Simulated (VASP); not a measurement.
Wanted: the native input for a VASP 6.6.1 run.

```yaml
Task: single point
Functional: PBE
Potentials_or_basis: VASP PAW PBE potentials, release 64 (Tl_d)
Cutoff: 520 eV
k_mesh: 12 × 12 × 6
Occupations: gaussian, width 0.05 eV
Spin: no spin polarisation
Dipole_correction: no
Further_INCAR_settings: ALGO = Normal; EDIFF = 1e-07; NBANDS = 20
```

The structure of Tl lies in POSCAR:

```
Tl
1.0
    3.4600006282      0.0000000000      0.0000000000
   -1.7300003141      2.9964484412      0.0000000000
    0.0000000000      0.0000000000      5.5325410045
Tl
2
Direct
    0.3333333333      0.6666666667      0.7500000000
    0.6666666667      0.3333333333      0.2500000000
```

These files were run (other wordings do the same):

INCAR

```
  PREC = Accurate
  ENCUT = 520
  EDIFF = 1E-7
  ISMEAR = 0
  SIGMA = 0.05
  LREAL = F
  LASPH = T
  NELM = 100
  ALGO = Normal
  ISIF = 2
  LWAVE = F
  LCHARG = F
  GGA = PE
  NBANDS = 20
```

KPOINTS

```
regular mesh
0
Gamma
  12 12 6
```

Potentials or basis: VASP PAW PBE potentials, release 64 (Tl_d).

Command:

```sh
$ cat potpaw_PBE.64/Tl_d/POTCAR > POTCAR
$ mpirun -np 1 vasp_std > vasp.out
```

It gave:

The pressure is 3.1 GPa and the band gap on the k mesh is zero (band 13 reaches 10.04 eV, above the bottom of band 14 at 4.28 eV).

Caveat: spin-orbit coupling is left out, which moves the levels of the heavy elements.

It took 65 s on 1 thread of AMD EPYC 7R13 Processor (Zen 3) (shared host), peak memory 0.18 GiB.
